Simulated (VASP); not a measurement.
HgS6:

```
Hg S
1.0
     5.48142    0.00000    0.00000
     0.00000    5.48142    0.00000
     0.00000    0.00000    5.48142
Hg S
1 6
Direct
  0.00000 0.00000 0.00000
  0.80113 0.50000 0.50000
  0.19887 0.50000 0.50000
  0.50000 0.50000 0.80113
  0.50000 0.50000 0.19887
  0.50000 0.19887 0.50000
  0.50000 0.80113 0.50000
```

```yaml
Program: VASP 6.6.1
Task: relaxation of cell and atoms
Functional: PBE
Potentials_or_basis: VASP PAW PBE potentials, release 64 (Hg, S)
Cutoff: 600 eV
k_mesh: 4 × 4 × 4
Occupations: gaussian, width 0.1 eV
Spin: no spin polarisation
```

At the start: pressure 15.1 GPa; volume 23.53 Å³/atom.

Question: Where does the relaxation end?

Answer: Over 11 steps the energy falls by 693.7 meV/atom and the volume is 35.89 Å³/atom (+52.5 %); space group Pm-3m (No. 221, to 0.05 Å).

The path:
| step | energy change (eV) | largest force (eV/Å) | pressure (GPa) | volume (Å³) |
| --- | --- | --- | --- | --- |
| 1 | 0.0000 | 4.1893 | 15.10 | 164.69 |
| 2 | -4.6304 | 0.9925 | 0.49 | 223.41 |
| 3 | -4.8012 | 0.3411 | 0.53 | 234.23 |
| 4 | -4.6943 | 1.7962 | 1.82 | 256.92 |
| 5 | -4.8366 | 0.3297 | 0.87 | 241.95 |
| 6 | -4.8339 | 0.4820 | 0.96 | 243.70 |
| 7 | -4.7888 | 0.9318 | -1.26 | 253.50 |
| 8 | -4.8533 | 0.0693 | 0.11 | 247.03 |
| 9 | -4.8533 | 0.0588 | 0.13 | 246.96 |
| 10 | -4.8547 | 0.0402 | 0.09 | 248.20 |
| 11 | -4.8562 | 0.0064 | 0.01 | 251.24 |

Final structure:
```
Hg S
1.0
     6.30997    0.00000    0.00000
     0.00000    6.30997    0.00000
     0.00000    0.00000    6.30997
Hg S
1 6
Cartesian
  0.0000 0.0000 0.0000
  5.3525 3.1550 3.1550
  0.9575 3.1550 3.1550
  3.1550 3.1550 5.3525
  3.1550 3.1550 0.9575
  3.1550 0.9575 3.1550
  3.1550 5.3525 3.1550
```

Caveat: the volume moved by over 15 % at a fixed basis, so the end points are rough.
